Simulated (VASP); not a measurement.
Runs of VASP 6.6.1 on CdTe. The structure is that of space group Cmcm (No. 63), or close to it. The cells are those of the table. 

```csv
cell,smearing,gap on the mesh (eV),pressure (GPa),largest force (eV/Å)
"a = 4.356, b = 4.356, c = 6.091 Å, angles 90.0, 90.0, 90.5°, 4 atoms",fermi-dirac 0.05 eV,none,-0.1,0.04
"a = 4.327, b = 4.327, c = 6.050 Å, angles 90.0, 90.0, 90.5°, 4 atoms",fermi-dirac 0.05 eV,none,0.9,0.05
"a = 4.297, b = 4.297, c = 6.008 Å, angles 90.0, 90.0, 90.5°, 4 atoms",fermi-dirac 0.05 eV,none,(c),0.06
"a = 4.385, b = 4.385, c = 6.131 Å, angles 90.0, 90.0, 90.5°, 4 atoms",fermi-dirac 0.05 eV,none,-1.0,(b)
"a = 4.413, b = 4.413, c = 6.171 Å, angles 90.0, 90.0, 90.5°, 4 atoms",fermi-dirac 0.05 eV,none,(a),0.04
"a = 4.267, b = 4.267, c = 5.966 Å, angles 90.0, 90.0, 90.5°, 4 atoms",fermi-dirac 0.05 eV,none,3.2,0.08
"a = 4.356, b = 4.356, c = 6.091 Å, angles 90.0, 90.0, 90.5°, 4 atoms",gaussian 0.05 eV,none,-0.1,0.04
"a = 4.441, b = 4.441, c = 6.210 Å, angles 90.0, 90.0, 90.5°, 4 atoms",fermi-dirac 0.05 eV,none,-2.4,0.06
```

Alike in all rows: task single point; level PBE; potentials or basis VASP PAW PBE potentials, release 64 (Te, Cd); no spin polarisation; k mesh 6 × 6 × 5; cutoff (eV) 520.

**Question.** Fill in the values left out.

**Answer.** (a) -1.7; (b) 0.03; (c) 2.0.

Caveats: spin-orbit coupling is left out, which moves the levels of the heavy elements.

A k mesh can miss the band edges, and the runs leave out spin-orbit coupling on Cd, Te.

A gap of «none» marks levels without a gap at the run's occupations.
